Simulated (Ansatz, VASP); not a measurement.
Two plane-wave programs on WS2

Contents of INCAR:

```
SYSTEM = WS2
ALGO = Normal
EDIFF = 1E-6
ENCUT = 520
GGA = PS
ISIF = 2
ISMEAR = 0
IVDW = 12
LASPH = .TRUE.
LCHARG = .TRUE.
LELF = .TRUE.
LREAL = .FALSE.
LVHAR = .TRUE.
LWAVE = .FALSE.
NBANDS = 20
NELM = 100
PREC = Accurate
SIGMA = 0.05
```

The input KPOINTS:

```
k-points
0
G
  12 12 12
  0 0 0
```

POSCAR

```
WS2
1.0
    1.5790003843      0.9116362969      6.1633300000
   -1.5790003843      0.9116362969      6.1633300000
    0.0000000000     -1.8232725938      6.1633300000
W S
1 2
Direct
    0.0000000000      0.0000000000      0.0000000000
    0.7503000000      0.7503000000      0.7503000000
    0.5810000000      0.5810000000      0.5810000000
```

Input for Ansatz:

```yaml
crystal:
  lattice:
    - [1.5790003843, 0.9116362969, 6.16333]
    - [-1.5790003843, 0.9116362969, 6.16333]
    - [0.0, -1.8232725938, 6.16333]
  atoms:
    - { symbol: W, position: [0.0, 0.0, 0.0] }
    - { symbol: S, position: [0.7503, 0.7503, 0.7503] }
    - { symbol: S, position: [0.581, 0.581, 0.581] }
basis:
  ecutwfc: 420
kpoints:
  mp_grid: { grid: [12, 12, 12] }
hamiltonian:
  xc: pbesol
  dispersion: d3bj
scf:
  occupations: { method: gaussian, width: 0.05 }
output:
  forces: true
  stress: true
  eigenvalues: true
```

Alike in both runs: task single point; functional PBEsol; dispersion D3(BJ); k mesh 12 × 12 × 12; occupations gaussian, width 0.05 eV; no spin polarisation.

|  | VASP | Ansatz |
| --- | --- | --- |
| version | VASP 6.6.1 | Ansatz 0.2.0 |
| potentials or method | VASP PAW PBE potentials, release 64 (W_sv, S), cutoff 520 eV | scalar-relativistic, plane waves, PAW |
| valence electrons in the cell | 26 | 26 |

Ansatz gave:

```
gap on the k mesh at the Fermi level (eV)                     : 0.97
least direct gap on the mesh (eV)                             : 1.89
pressure (GPa)                                                : -4.2
traceless stress, the component that is largest in VASP (GPa) : 0.56
rms of the force components (eV/Å)                            : 0.246
```

Problem. Estimate VASP's values.

Solution. gap on the k mesh at the Fermi level (eV): 0.99; least direct gap on the mesh (eV): 1.89; pressure (GPa): -4.1; traceless stress, the component that is largest in VASP (GPa): 0.59; rms of the force components (eV/Å): 0.246.

VASP's potentials were made for PBE, not for PBEsol. Atom by atom the forces differ by 0.009 eV/Å (rms over components).

Neither program's run includes spin-orbit coupling.
